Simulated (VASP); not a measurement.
Wanted: the native input for a VASP 6.6.1 run.

```yaml
Task: single point
Functional: PBEsol
Potentials_or_basis: VASP PAW PBE potentials, release 64 (La)
Cutoff: 500 eV
k_mesh: 6 × 6 × 6
Occupations: methfessel-paxton, width 0.1 eV
Spin: no spin polarisation
Dipole_correction: no
Further_INCAR_settings: ALGO = Normal; EDIFF = 1e-06; NBANDS = 12
```

The structure of La lies in POSCAR:

```
La
1.0
   -1.8838944593      1.8838944593      1.8838944593
    1.8838944593     -1.8838944593      1.8838944593
    1.8838944593      1.8838944593     -1.8838944593
La
1
Direct
    0.0000000000      0.0000000000      0.0000000000
```

This isn't the form of La at room conditions, which is double hcp.

These files were run (other wordings do the same):

INCAR

```
SYSTEM = La
ALGO     = Normal         ! electronic algorithm
EDIFF    = 1E-6           ! SCF threshold, eV
ENCUT    = 500            ! plane-wave cutoff, eV
GGA      = PS             ! functional
GGA_COMPAT= .False.      
ISIF     = 2              ! what is computed and relaxed
ISMEAR   = 1              ! smearing method
LASPH    = .True.         ! aspherical terms in the spheres
LCHARG   = .True.         ! write CHGCAR
LELF     = .True.         ! ELF
LMAXMIX  = 6              ! l up to which the mixer works
LREAL    = .False.        ! projectors in reciprocal space
LVHAR    = .True.       
LWAVE    = .False.        ! write WAVECAR
NBANDS   = 12             ! bands
NELM     = 200            ! most SCF steps
PREC     = Accurate       ! precision mode
SIGMA    = 0.1            ! smearing width, eV
```

KPOINTS

```
k-points
0
Gamma
  6 6 6
  0 0 0
```

Potentials or basis: VASP PAW PBE potentials, release 64 (La).

The run is started by

```sh
$ cat potpaw_PBE.64/La/POTCAR > POTCAR
$ mpirun -np 1 vasp_std > vasp.out
```

Results of the run:

```
Pressure               : 10.1 GPa
Band gap on the k mesh : zero (an odd number of electrons rules out a gap without spin polarisation)
```

Caveat: the k points lie up to 0.39 Å⁻¹ apart, too coarse for converged energies and pressures of a metal; the PAW data sets were made with another functional, which shifts forces and pressure a little; spin-orbit coupling is left out, which moves the levels of the heavy elements.

Wall time 12 s on 1 thread of AMD EPYC 7R13 Processor (Zen 3) (shared host), peak memory 0.1 GiB.
